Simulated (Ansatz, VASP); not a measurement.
**TiTe2: VASP beside Ansatz**

The input POSCAR:

```
TiTe2
1.0
    3.8151559437      0.0000000000      0.0000000000
   -1.9075779719      3.3040219667      0.0000000000
    0.0000000000      0.0000000000      6.7679892290
Ti Te
1 2
Direct
    0.0000000000      0.0000000000      0.0000000000
    0.3333333333      0.6666666667      0.2492036582
    0.6666666667      0.3333333333      0.7507963418
```

INCAR.step1

```
  PREC = Accurate
  ENCUT = 520
  ISMEAR = 0
  SIGMA = 0.05
  LREAL = F
  LASPH = T
  NELM = 60
  NBANDS = 19
  GGA = PE
  ALGO = Normal
  EDIFF = 1E-4
  LWAVE = T
  LCHARG = F
```

Contents of INCAR.step2:

```
  PREC = Accurate
  ENCUT = 520
  EDIFF = 1E-7
  ISMEAR = 0
  SIGMA = 0.05
  LREAL = F
  LASPH = T
  NELM = 60
  ALGO = Normal
  ISIF = 2
  LWAVE = F
  LCHARG = T
  METAGGA = R2SCAN
  LMIXTAU = T
  LELF = T
  LVHAR = T
  NBANDS = 19
  ISTART = 1
```

KPOINTS

```
Automatic mesh
0
Gamma
  15 15 9
```

Input for Ansatz:

```yaml
crystal:
  lattice:
    - [3.815155943733, 2.886735404003e-11, 0.0]
    - [-1.907577971891, 3.304021966657, 0.0]
    - [0.0, 0.0, 6.767989229]
  atoms:
    - { symbol: Ti, position: [0.0, 0.0, 0.0] }
    - { symbol: Te, position: [0.3333333333333, 0.6666666666667, 0.2492036582] }
    - { symbol: Te, position: [0.6666666666667, 0.3333333333333, 0.7507963418] }
basis:
  ecutwfc: 500
  ecutrho_ratio: 4
kpoints:
  mp_grid: { grid: [15, 15, 9] }
hamiltonian:
  xc: r2scan
scf:
  occupations: { method: gaussian, width: 0.05 }
  convergence: { dr2_threshold: 1.0e-08 }
output:
  forces: true
  stress: true
  write_density: true
  write_potential: true
  elf: true
  volumetric_format: npy
```

Alike in both runs: task single point; functional r2SCAN; k mesh 15 × 15 × 9; occupations gaussian, width 0.05 eV; no spin polarisation.

|  | VASP | Ansatz |
| --- | --- | --- |
| version | VASP 6.6.1 | Ansatz 0.2.0 |
| potentials or method | VASP PAW PBE potentials, release 64 (Ti_sv, Te), cutoff 520 eV | scalar-relativistic, plane waves, PAW |
| valence electrons in the cell | 24 | 44 |

```csv
,VASP,Ansatz,Ansatz less VASP
gap on the k mesh at the Fermi level (eV),none,none,-
pressure (GPa),0.2,0.1,-0.11
"traceless stress, the component that is largest in VASP (GPa)",0.27,0.29,+0.024
rms of the force components (eV/Å),0.018,0.009,-0.0085
```

VASP's potentials were made for PBE, not for r2SCAN. Atom by atom the forces differ by 0.009 eV/Å (rms over components). A gap of «none» marks a metal or a gap that the smearing closes. With one functional, cell and mesh, what is left measures potentials, basis and numerics. VASP's potentials hold 24 valence electrons a cell and Ansatz's 44, so a difference there can come from the potentials and not from the codes. Ansatz's warnings: stress scf threshold loose.

Spin-orbit coupling is off throughout.
